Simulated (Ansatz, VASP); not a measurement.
# HC10: VASP beside Ansatz

```
C H
1.0
     8.54367    0.00000    0.00000
    -2.13592    8.61105    0.00000
     0.00000    0.00000   22.77880
C H
20 2
Direct
  0.07821 0.97949 0.17560
  0.57821 0.97949 0.17560
  0.41154 0.97949 0.17560
  0.91154 0.97949 0.17560
  0.32308 0.95898 0.22918
  0.82308 0.95898 0.22918
  0.15641 0.95898 0.22918
  0.65641 0.95898 0.22918
  0.06690 0.93838 0.28268
  0.56690 0.93838 0.28268
  0.40229 0.93838 0.28268
  0.90229 0.93838 0.28268
  0.31111 0.91767 0.33642
  0.81111 0.91767 0.33642
  0.14772 0.91767 0.33642
  0.64772 0.91767 0.33642
  0.04737 0.89880 0.38539
  0.54737 0.89880 0.38539
  0.40203 0.89879 0.38539
  0.90203 0.89879 0.38539
  0.23992 0.23213 0.49953
  0.32770 0.23213 0.49953
```

Alike in both runs: task single point; functional PBE; k mesh 4 × 3 × 1; occupations gaussian, width 0.1 eV; no spin polarisation.

```csv
,VASP,Ansatz
version,VASP 6.6.1,Ansatz 0.2.0
potentials or method,"VASP PAW PBE potentials, release 64 (C, H), cutoff 520 eV","scalar-relativistic, plane waves, PAW"
valence electrons in the cell,82,82
```

Ansatz gave:

* gap on the k mesh at the Fermi level (eV): 0.26
* least direct gap on the mesh (eV): 0.36
* rms of the force components (eV/Å): 1.737

**Question.** What did VASP give for the same quantities?

**Answer.** gap on the k mesh at the Fermi level (eV): 0.26; least direct gap on the mesh (eV): 0.36; rms of the force components (eV/Å): 1.730.

Atom by atom the forces differ by 0.025 eV/Å (rms over components).
